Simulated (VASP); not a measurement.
Here is a VASP 6.6.1 calculation.

INCAR

```
SYSTEM = AlHg
PREC     = Accurate       ! precision mode
ENCUT    = 520            ! plane-wave cutoff, eV
EDIFF    = 1E-7           ! SCF threshold, eV
ISMEAR   = 0              ! smearing method
SIGMA    = 0.1            ! smearing width, eV
LREAL    = .False.        ! projectors in reciprocal space
LASPH    = .True.         ! aspherical terms in the spheres
NELM     = 100            ! most SCF steps
ALGO     = Normal         ! electronic algorithm
ISIF     = 2              ! what is computed and relaxed
LWAVE    = .False.        ! write WAVECAR
LCHARG   = .False.        ! write CHGCAR
GGA      = PE             ! functional
NBANDS   = 14             ! bands
```

File KPOINTS:

```
Automatic mesh
0
Gamma
  6 6 6
  0 0 0
```

POSCAR

```
AlHg
1.0
    0.0000000000      2.8800455700      2.8800455700
    2.8800455700      0.0000000000      2.8800455700
    2.8800455700      2.8800455700      0.0000000000
Al Hg
1 1
Direct
    0.0000000000      0.0000000000      0.0000000000
    0.7500000000      0.7500000000      0.7500000000
```

Potentials or basis: VASP PAW PBE potentials, release 64 (Al, Hg).

The run is started by

```sh
$ cat potpaw_PBE.64/Al/POTCAR potpaw_PBE.64/Hg/POTCAR > POTCAR
$ mpirun -np 1 vasp_std > vasp.out
```

**Question.** Predict the pressure.

**Answer.** 10.5 GPa.
